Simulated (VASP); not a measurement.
Runs of VASP 6.6.1 on Si. The structure is that of space group I4/mmm (No. 139), or close to it. The cells are those of the table. 

| task | level | cell | k mesh | cutoff (eV) | smearing | k mesh for the DOS | occupations for the DOS | gap on the mesh (eV) | pressure (GPa) | largest force (eV/Å) |
| --- | --- | --- | --- | --- | --- | --- | --- | --- | --- | --- |
| relaxation of shape and atoms at fixed volume | PBE | relaxed from a = 5.279 Å, angles 98.2, 98.2, 135.8°, 4 atoms | 10 × 10 × 10 | 600 | gaussian 0.01 eV | - | - | (b) | -6.3 | - |
| single point | r2SCAN | a = 5.327 Å, angles 97.4, 97.4, 137.8°, 4 atoms | 10 × 10 × 10 | 520 | gaussian 0.05 eV | - | - | none | 3.1 | 4.68 |
| relaxation of shape and atoms at fixed volume | PBE | relaxed from a = 5.059 Å, angles 98.2, 98.2, 135.6°, 4 atoms | 10 × 10 × 10 | 600 | gaussian 0.01 eV | - | - | 0.32 | 2.6 | - |
| single point | PBE | a = 5.110 Å, angles 98.2, 98.2, 135.6°, 4 atoms | 10 × 10 × 10 | 520 | gaussian 0.01 eV | - | - | 0.41 | -0.1 | - |
| single point | PBE+D3(BJ) | a = 5.067 Å, angles 98.2, 98.2, 135.5°, 4 atoms | 10 × 10 × 10, shifted | 520 | gaussian 0.01 eV | - | - | 0.33 | (a) | - |
| single point | PBE | a = 5.259 Å, angles 98.0, 98.0, 136.1°, 4 atoms | 10 × 10 × 10 | 520 | gaussian 0.05 eV | - | - | none | -2.8 | 3.22 |

Alike in all rows: potentials or basis VASP PAW PBE potentials, release 64 (Si); no spin polarisation.

Estimate the missing entries.

(a) -0.2; (b) 0.42.

Caveats: the PAW data sets were made with another functional, which shifts forces and pressure a little (some runs); three body term missing (some runs); forces of over 1 eV/Å act on the atoms, so gaps and moduli don't describe the material at rest (some runs).

A k mesh can miss the band edges.

A gap of «none» marks levels without a gap at the run's occupations.
